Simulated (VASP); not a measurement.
# Al (P6_3/mmc) in VASP: a series of runs

Runs on Al. Level: PBEsol. Tasks: single point.

Everything below comes from runs of VASP 6.6.1. Logs are shortened: lines on timing, memory, paths and dates and some standing lists are left out, and cuts for length are marked.

## 1. The cell of the first run

The structure is hexagonal, space group P6_3/mmc (No. 194). The conventional cell has a = 2.496 Å, b = 2.496 Å, c = 4.867 Å, α = 90.00°, β = 90.00°, γ = 120.00°. Within 3.3 Å of Al (site symmetry -6m2) lie 12 Al at 2.50 to 2.83 Å.

## 2. Single point, PBEsol (strain -0.1125 x Voigt [1, 1, 0, 0, 0, 0])

File INCAR:

```
ALGO     = Normal         # electronic algorithm
EDIFF    = 1E-6           # SCF threshold, eV
ENCUT    = 520            # plane-wave cutoff, eV
GGA      = PS             # functional
ISIF     = 2              # what is computed and relaxed
ISMEAR   = 0              # smearing method
LASPH    = T              # aspherical terms in the spheres
LCHARG   = T              # write CHGCAR
LELF     = T              # ELF
LREAL    = F              # projectors in reciprocal space
LVHAR    = T            
LWAVE    = F              # write WAVECAR
NBANDS   = 10             # bands
NELM     = 60             # most SCF steps
PREC     = Accurate       # precision mode
SIGMA    = 0.15           # smearing width, eV
```

File KPOINTS:

```
k-points
0
Gamma
  21 21 10
```

File POSCAR:

```
Al
1.0
    2.4960541245      0.0000000000      0.0000000000
   -1.2480270622      2.1616462810      0.0000000000
    0.0000000000      0.0000000000      4.8668500000
Al
2
Direct
    0.6666666667      0.3333333333      0.7500000000
    0.3333333333      0.6666666667      0.2500000000
```

Potentials or basis: VASP PAW PBE potentials, release 64 (Al).

Run with:

```bash
$ cat potpaw_PBE.64/Al/POTCAR > POTCAR
$ mpirun -np 1 vasp_std > vasp.out
```

OUTCAR:

```text
EDIFF = 1E-6
   ENCUT = 520
   GGA = PS
   ISIF = 2
   ISMEAR = 0
   LASPH = T
   LREAL = F
   NELM = 60
   PREC = Accurate

 ion  position               nearest neighbor table
   1  0.667  0.333  0.750-   2 2.83   2 2.83   2 2.83   2 2.83   2 2.83   2 2.83
   2  0.333  0.667  0.250-   1 2.83   1 2.83   1 2.83   1 2.83   1 2.83   1 2.83

  LATTYP: Found a hexagonal cell.
 ALAT       =     2.4960541245
 C/A-ratio  =     1.9498174948

  Lattice vectors:

 A1 = (   2.4960541245,   0.0000000000,   0.0000000000)
 A2 = (  -1.2480270622,   2.1616462810,   0.0000000000)
 A3 = (   0.0000000000,   0.0000000000,   4.8668500000)

Analysis of symmetry for initial positions (statically):
=====================================================================
 Subroutine PRICEL returns:
 Original cell was already a primitive cell.

 Routine SETGRP: Setting up the symmetry group for a
 hexagonal supercell.

 Subroutine GETGRP returns: Found 24 space group operations
 (whereof 12 operations were pure point group operations)
 out of a pool of 24 trial point group operations.

The static configuration has the point symmetry D_3d.
 The point group associated with its full space group is D_6h.

Analysis of symmetry for dynamics (positions and initial velocities):
=====================================================================
 Subroutine PRICEL returns:
 Original cell was already a primitive cell.

 Routine SETGRP: Setting up the symmetry group for a
 hexagonal supercell.

 Subroutine GETGRP returns: Found 24 space group operations
 (whereof 12 operations were pure point group operations)
 out of a pool of 24 trial point group operations.

The dynamic configuration has the point symmetry D_3d.
 The point group associated with its full space group is D_6h.

 Subroutine INISYM returns: Found 24 space group operations
 (whereof 12 operations are pure point group operations),
 and found     1 'primitive' translations

----------------------------------------------------------------------------------------

                                     Primitive cell

  volume of cell :      26.2595

  direct lattice vectors                    reciprocal lattice vectors
     2.496054125  0.000000000  0.000000000     0.400632338  0.231305188  0.000000000
    -1.248027062  2.161646281  0.000000000     0.000000000  0.462610377  0.000000000
     0.000000000  0.000000000  4.866850000     0.000000000  0.000000000  0.205471712

  length of vectors
     2.496054125  2.496054124  4.866850000     0.462610377  0.462610377  0.205471712

  position of ions in fractional coordinates (direct lattice)
     0.666666667  0.333333333  0.750000000
     0.333333333  0.666666667  0.250000000

  ion indices of the primitive-cell ions
   primitive index   ion index
                 1           1
                 2           2

----------------------------------------------------------------------------------------

 KPOINTS: k-points

Automatic generation of k-mesh.
 Grid dimensions read from file:
 generate k-points for:   21   21   10

 Generating k-lattice:

  Cartesian coordinates                     Fractional coordinates (reciprocal lattice)
     0.019077730  0.011014533  0.000000000     0.047619048 -0.000000000  0.000000000
     0.000000000  0.022029066  0.000000000     0.000000000  0.047619048  0.000000000
     0.000000000  0.000000000  0.020547171     0.000000000  0.000000000  0.100000000

  Length of vectors
     0.022029066  0.022029066  0.020547171

  Shift w.r.t. Gamma in fractional coordinates (k-lattice)
     0.000000000  0.000000000  0.000000000

 Subroutine IBZKPT returns following result:
 ===========================================

 Found    288 irreducible k-points:

 Following reciprocal coordinates:
            Coordinates               Weight
  0.000000  0.000000  0.000000      1.000000
  0.047619 -0.000000  0.000000      6.000000
  0.095238  0.000000  0.000000      6.000000
  0.142857  0.000000  0.000000      6.000000
  0.190476  0.000000  0.000000      6.000000
  0.238095 -0.000000  0.000000      6.000000
[... 16 lines left out ...]
  0.142857  0.095238  0.000000     12.000000
  0.190476  0.095238  0.000000     12.000000
 [... further k-points ...]
   k-points           NKPTS =    288   k-points in BZ     NKDIM =    288   number of bands    NBANDS=     10
   number of dos      NEDOS =    301   number of ions     NIONS =      2
   total plane-waves  NPLWV =  14400
   dimension x,y,z NGX =    20 NGY =   20 NGZ =   36
   dimension x,y,z NGXF=    40 NGYF=   40 NGZF=   72
   ions per type =               2
   NGX,Y,Z   is equivalent  to a cutoff of  13.32, 13.32, 12.30 a.u.
   NGXF,Y,Z  is equivalent  to a cutoff of  26.64, 26.64, 24.59 a.u.
 SYSTEM =  unknown system
   PREC   = accura    normal or accurate (medium, high low for compatibility)
   ISTART =      0    job   : 0-new  1-cont  2-samecut
   ICHARG =      2    charge: 1-file 2-atom 10-const
   ISPIN  =      1    spin polarized calculation?
   LNONCOLLINEAR =      F non collinear calculations
   LSORBIT =      F    spin-orbit coupling
   LASPH  =      T    aspherical Exc in radial PAW
   ENCUT  =  520.0 eV  38.22 Ry    6.18 a.u.   4.64  4.64  9.05*2*pi/ulx,y,z
   NELM   =     60;   NELMIN=  2; NELMDL= -5     # of ELM steps
   EDIFF  = 0.1E-05   stopping-criterion for ELM
   LREAL  =      F    real-space projection
   EDIFFG = 0.1E-04   stopping-criterion for IOM
   NSW    =      0    number of steps for IOM
   IBRION =     -1    ionic relax: 0-MD 1-quasi-New 2-CG
   NFREE  =      0    steps in history (QN), initial steepest desc. (CG)
   ISIF   =      2    stress and relaxation
   ISYM   =      2    0-nonsym 1-usesym 2-fastsym
   POTIM  = 0.5000    time-step for ionic-motion
   TEBEG  =    0.0;   TEEND  =   0.0 temperature during run
   PSTRESS=    0.0 pullay stress
   NELECT =       6.0000    total number of electrons
   NUPDOWN=      -1.0000    fix difference up-down
   EMIN   =  10.00;   EMAX   =-10.00  energy-range for DOS
   EFERMI =   0.00;   METHOD = LEGACY
   ISMEAR =     0;   SIGMA  =   0.15  broadening in eV -4-tet -1-fermi 0-gaus
   EFERMI_NEDOS =   21; number of points for ismear=-14 and -15
   IALGO  =     38    algorithm
   IMIX   =      4    mixing-type and parameters
     AMIX     =   0.40;   BMIX     =  1.00
     AMIX_MAG =   1.60;   BMIX_MAG =  1.00
  volume/ion in A,a.u.               =      13.13        88.60
  Fermi-wavevector in a.u.,A,eV,Ry     =   1.000836  1.891306 13.628593  1.001673
  Thomas-Fermi vector in A             =   2.133219
   LORBIT       =      0    0 simple, 1 ext, 2 COOP (PROOUT), +10 PAW based schemes
   GGA     = PS    functional components
   LHFCALC =     F    Hartree Fock is set to
   AEXX    =    0.0000 exact exchange contribution
   IVDW    =     0    specifies the selected vdW correction
   LEPSILON=     F    determine dielectric tensor
   LRPA    =     F    only Hartree local field effects (RPA)
 non-spin polarized calculation
 Gauss-broadening in eV      SIGMA  =   0.15
  energy-cutoff  :      520.00
  volume of cell :       26.26
 maximum number of plane-waves:       726
 NGX is ok and might be reduce to    20
   NGX =  9   NGY =  9   NGZ = 19

 number of electron       6.0000000 magnetization

 Free energy of the ion-electron system (eV)
  ---------------------------------------------------
  ext. energy  EPLUGINS =         0.00000000
  ---------------------------------------------------
  free energy    TOTEN  =        -7.33823436 eV

  energy without entropy =       -7.33028498  energy(sigma->0) =       -7.33425967

 E-fermi :  10.4411     XC(G=0): -11.1051

 val. band max:       10.4402549269   @ k =   0.3333   0.2857   0.2000
 cond. band min:      10.4478500802   @ k =   0.2857   0.0476   0.3000
 fundamental gap:      0.0075951533
 Fermi energy:        10.4410679149

 k-point     1 :       0.0000    0.0000    0.0000
  band No.  band energies     occupation
      1      -2.2775      2.00000
      2       3.5609      2.00000
      3       4.0446      2.00000
      4      20.0848      0.00000
      5      21.3077      0.00000
      6      25.2953      0.00000
      7      25.2953      0.00000
      8      26.1359      0.00000
      9      26.1359      0.00000
     10      29.5806      0.00000

 k-point     2 :       0.0476   -0.0000    0.0000
  band No.  band energies     occupation
      1      -2.2059      2.00000
      2       3.6304      2.00000
      3       4.1108      2.00000
      4      20.1041      0.00000
      5      21.3631      0.00000
      6      24.0054      0.00000
      7      24.6803      0.00000
      8      25.6712      0.00000
      9      26.6441      0.00000
     10      29.3932      0.00000

 k-point     3 :       0.0952    0.0000    0.0000
  band No.  band energies     occupation
      1      -1.9913      2.00000
      2       3.8382      2.00000
      3       4.3095      2.00000
      4      20.0662      0.00000
      5      21.5291      0.00000
      6      22.0285      0.00000
      7      23.8075      0.00000
      8      24.3385      0.00000
      9      27.0372      0.00000
     10      27.9181      0.00000

 k-point     4 :       0.1429    0.0000    0.0000
  band No.  band energies     occupation
      1      -1.6348      2.00000
      2       4.1819      2.00000
      3       4.6408      2.00000
      4      19.1061      0.00000
      5      20.9812      0.00000
      6      21.8042      0.00000
      7      22.7424      0.00000
      8      22.9820      0.00000
      9      25.6145      0.00000
     10      26.9356      0.00000
[... 222 lines left out ...]
 k-point    22 :       0.0952    0.0952    0.0000
  band No.  band energies     occupation
      1      -1.4215      2.00000
      2       4.3865      2.00000
      3       4.8396      2.00000
      4      18.8638      0.00000
      5      19.9913      0.00000
      6      21.1703      0.00000
      7      21.9693      0.00000
      8      24.0175      0.00000
      9      25.3804      0.00000
     10      25.5574      0.00000

 k-point    23 :       0.1429    0.0952    0.0000
  band No.  band energies     occupation
      1      -0.9256      2.00000
      2       4.8585      2.00000
      3       5.3040      2.00000
      4      17.1765      0.00000
      5      18.7206      0.00000
      6      21.1144      0.00000
      7      22.3339      0.00000
      8      22.7324      0.00000
      9      23.4700      0.00000
     10      25.1147      0.00000

 k-point    24 :       0.1905    0.0952    0.0000
  band No.  band energies     occupation
      1      -0.2919      2.00000
      2       5.4530      2.00000
      3       5.9017      2.00000
      4      15.2298      0.00000
      5      17.7212      0.00000
      6      20.5786      0.00000
      7      21.2944      0.00000
      8      21.9528      0.00000
      9      22.9033      0.00000
     10      24.2382      0.00000

 [... further k-points ...]

------------------------ aborting loop because EDIFF is reached ----------------------------------------

  FORCE on cell =-STRESS in cart. coord.  units (eV):
  Direction    XX          YY          ZZ          XY          YZ          ZX
  --------------------------------------------------------------------------------------
  -------------------------------------------------------------------------------------
  Total        7.6003143      7.6003143      1.6199689      0.0000000      0.0000000      0.0000000
  in kB      463.7196968    463.7196968     98.8395308      0.0000000      0.0000000      0.0000000
  external PRESSURE =     342.0929748 kB  Pullay stress =       0.0000000 kB

 VOLUME and BASIS-vectors are now :
 -----------------------------------------------------------------------------
  energy-cutoff  :      520.00
  volume of cell :       26.26
      direct lattice vectors                 reciprocal lattice vectors
     2.496054125  0.000000000  0.000000000     0.400632338  0.231305188  0.000000000
    -1.248027062  2.161646281  0.000000000     0.000000000  0.462610377  0.000000000
     0.000000000  0.000000000  4.866850000     0.000000000  0.000000000  0.205471712

 POSITION                                       TOTAL-FORCE (eV/Angst)
 -----------------------------------------------------------------------------------
      1.24803      0.72055      3.65014         0.000000     -0.000000      0.000000
     -0.00000      1.44110      1.21671        -0.000000      0.000000      0.000000
 -----------------------------------------------------------------------------------
    total drift:                                0.000000     -0.000000      0.000000

  FREE ENERGIE OF THE ION-ELECTRON SYSTEM (eV)
  ---------------------------------------------------
  free  energy   TOTEN  =        -7.3382343649 eV

  energy  without entropy=       -7.3302849782  energy(sigma->0) =       -7.33425967
```

It took 29 s on 1 thread of AMD EPYC 9R45 (Zen 5), shared host; peak memory 0.15 GiB.

What came out:

- Free energy: -7.3382 eV
- Pressure: 34.2 GPa
- Band gap on the k mesh: zero (band 3 reaches 13.62 eV, above the bottom of band 4 at 7.63 eV)

Stress tensor (GPa, compression positive):
```
46.37  0.00  0.00
 0.00 46.37  0.00
 0.00  0.00  9.88
```

Caveat: the cell differs from its parent crystal (strain -0.1125 x Voigt [1, 1, 0, 0, 0, 0]); the PAW data sets were made with another functional, which shifts forces and pressure a little.

## 3. Single point, PBEsol (strain -0.0750 x Voigt [1, 1, 0, 0, 0, 0])

File INCAR:

```
  PREC = Accurate
  ENCUT = 520
  EDIFF = 1E-7
  ISMEAR = 0
  SIGMA = 0.15
  LREAL = F
  LASPH = T
  NELM = 80
  ALGO = Normal
  ISIF = 2
  LWAVE = F
  LCHARG = F
  GGA = PS
  NBANDS = 10
```

File KPOINTS:

```
Automatic mesh
0
Gamma
  21 21 10
```

File POSCAR:

```
Al
1.0
    2.6015212001      0.0000000000      0.0000000000
   -1.3007606000      2.2529834478      0.0000000000
    0.0000000000      0.0000000000      4.8668500000
Al
2
Direct
    0.6666666667      0.3333333333      0.7500000000
    0.3333333333      0.6666666667      0.2500000000
```

Potentials or basis: VASP PAW PBE potentials, release 64 (Al).

Run with:

```bash
$ cat potpaw_PBE.64/Al/POTCAR > POTCAR
$ mpirun -np 1 vasp_std > vasp.out
```

It took 30 s on 1 thread of AMD EPYC 9R45 (Zen 5), shared host; peak memory 0.15 GiB.

It converged, with:

```
Free energy            : -7.8201 eV
Pressure               : 17.4 GPa
Band gap on the k mesh : zero (band 3 reaches 12.89 eV, above the bottom of band 4 at 6.58 eV)
```

Stress tensor (GPa, compression positive):
```
23.57  0.00  0.00
 0.00 23.57  0.00
 0.00  0.00  4.95
```

Levels at points of the mesh, in eV from the Fermi level:
| k point | band 1 | band 2 | band 3 | band 4 | band 5 | band 6 |
| --- | --- | --- | --- | --- | --- | --- |
| (0.00, 0.00, 0.00) | -12.15 | -6.25 | -5.86 | 10.22 | 11.44 | 13.67 |
| (0.00, 0.00, 0.50) | -10.60 | -10.60 | 1.24 | 1.24 | 14.38 | 14.38 |

Caveat: the cell differs from its parent crystal (strain -0.0750 x Voigt [1, 1, 0, 0, 0, 0]); the PAW data sets were made with another functional, which shifts forces and pressure a little.
